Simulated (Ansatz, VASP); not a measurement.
# Two plane-wave programs on Ni

The input POSCAR:

```
Ni
1.0
    0.0000000000      1.7793500000      1.7793500000
    1.7793500000      0.0000000000      1.7793500000
    1.7793500000      1.7793500000      0.0000000000
Ni
1
Direct
    0.0000000000      0.0000000000      0.0000000000
```

INCAR.step1

```
SYSTEM = Ni
ALGO = Normal
EDIFF = 1E-5
ENCUT = 660
GGA = PE
GGA_COMPAT = .FALSE.
ISMEAR = 0
LASPH = .TRUE.
LCHARG = .FALSE.
LREAL = .FALSE.
LWAVE = .TRUE.
NBANDS = 11
NELM = 120
PREC = Accurate
SIGMA = 0.1
```

Contents of INCAR.step2:

```
SYSTEM = Ni
ALGO = Normal
EDIFF = 1E-6
ENCUT = 660
GGA_COMPAT = .FALSE.
ISIF = 2
ISMEAR = 0
ISTART = 1
LASPH = .TRUE.
LCHARG = .FALSE.
LMIXTAU = .TRUE.
LREAL = .FALSE.
LWAVE = .FALSE.
METAGGA = R2SCAN
NBANDS = 11
NELM = 120
PREC = Accurate
SIGMA = 0.1
```

The input KPOINTS:

```
k-points
0
G
  7 7 7
  0 0 0
```

Input for Ansatz:

```yaml
crystal:
  lattice:
    - [0.0, 1.77935, 1.77935]
    - [1.77935, 0.0, 1.77935]
    - [1.77935, 1.77935, 0.0]
  atoms:
    - { symbol: Ni, position: [0.0, 0.0, 0.0] }
hamiltonian:
  xc: r2scan
  pseudopotentials: { kind: paw }
basis:
  ecutwfc: 500
kpoints:
  mp_grid: { grid: [7, 7, 7] }
scf:
  occupations: { method: gaussian, width: 0.1 }
  lower_state_search: "off"
  max_iter: 60
output:
  forces: true
  stress: true
```

Alike in both runs: task single point; functional r2SCAN; k mesh 7 × 7 × 7; occupations gaussian, width 0.1 eV; no spin polarisation.

|  | VASP | Ansatz |
| --- | --- | --- |
| version | VASP 6.6.1 | Ansatz 0.2.0 |
| potentials or method | VASP PAW PBE potentials, release 64 (Ni), cutoff 660 eV | PAW, plane waves, scalar-relativistic |
| valence electrons in the cell | 10 | 18 |

Ansatz gave:

* pressure (GPa): -15.5

Task: Which values does VASP return?

Result: Pressure (GPa): -15.1.

VASP's potentials were made for PBE, not for r2SCAN. VASP's potentials hold 10 valence electrons a cell and Ansatz's 18, so a difference there can come from the potentials and not from the codes.

The k mesh is coarse, so the values compare programs but aren't converged.
